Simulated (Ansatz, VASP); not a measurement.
Ni in VASP and in Ansatz

The input INCAR:

```
PREC = Accurate ; ENCUT = 520
EDIFF = 1E-7 ; ISMEAR = -1
SIGMA = 0.1 ; LREAL = False
LASPH = True ; NELM = 150
ALGO = Normal ; ISIF = 2
LWAVE = False ; LCHARG = True
ISPIN = 2 ; MAGMOM = 1 1
LORBIT = 11 ; LMAXMIX = 4
GGA = PS ; LELF = True
LVHAR = True ; NBANDS = 21
```

File KPOINTS:

```
regular mesh
0
Gamma
  18 18 10
```

The input POSCAR:

```
Ni
1.0
    2.2734791739      0.0000000000      0.0000000000
   -1.1367395870      1.9688907196      0.0000000000
    0.0000000000      0.0000000000      3.7276092320
Ni
2
Direct
    0.3333333333      0.6666666667      0.2500000000
    0.6666666667      0.3333333333      0.7500000000
```

Input for Ansatz:

```yaml
crystal:
  lattice:
    - [2.2734791739, 0.0, 0.0]
    - [-1.136739587, 1.9688907196, 0.0]
    - [0.0, 0.0, 3.727609232]
  atoms:
    - { symbol: Ni, position: [0.3333333333, 0.6666666667, 0.25], spin: 1.0 }
    - { symbol: Ni, position: [0.6666666667, 0.3333333333, 0.75], spin: 1.0 }
magnetization:
  spin_polarized: true
kpoints:
  mp_grid: { grid: [18, 18, 10] }
scf:
  occupations: { method: fermi_dirac, width: 0.1 }
hamiltonian:
  xc: pbesol
  pseudopotentials: { kind: all_electron, lapw: { basis_error: 0.001 } }
output:
  forces: true
  stress: true
  eigenvalues: true
  populations: true
```

Change from the starting cell: volume scaled by 0.8, LAPW.

Alike in both runs: task single point; functional PBEsol; k mesh 18 × 18 × 10; occupations fermi-dirac, width 0.1 eV; collinear spin.

|  | VASP | Ansatz |
| --- | --- | --- |
| version | VASP 6.6.1 | Ansatz 0.2.0 |
| potentials or method | VASP PAW PBE potentials, release 64 (Ni), cutoff 520 eV | all-electron LAPW, scalar-relativistic |

Ansatz gave:

- pressure (GPa): 86.6
- traceless stress, the component that is largest in VASP (GPa): 0.10
- net moment per atom (μB): 0.55
- size of the moment on the site where the two differ most (μB): 0.56

Q: Which values does VASP return?

A: Pressure (GPa): 85.6; traceless stress, the component that is largest in VASP (GPa): 0.07; net moment per atom (μB): 0.54; size of the moment on the site where the two differ most (μB): 0.53.

VASP's potentials were made for PBE, not for PBEsol. Site moments also hang on the region over which each program counts them. Both programs put the cell under a high pressure, so it lies far from rest at this level. Ansatz ran all-electron here, and VASP with PAW potentials.

Noted on VASP's run: the cell as given lies far from equilibrium.
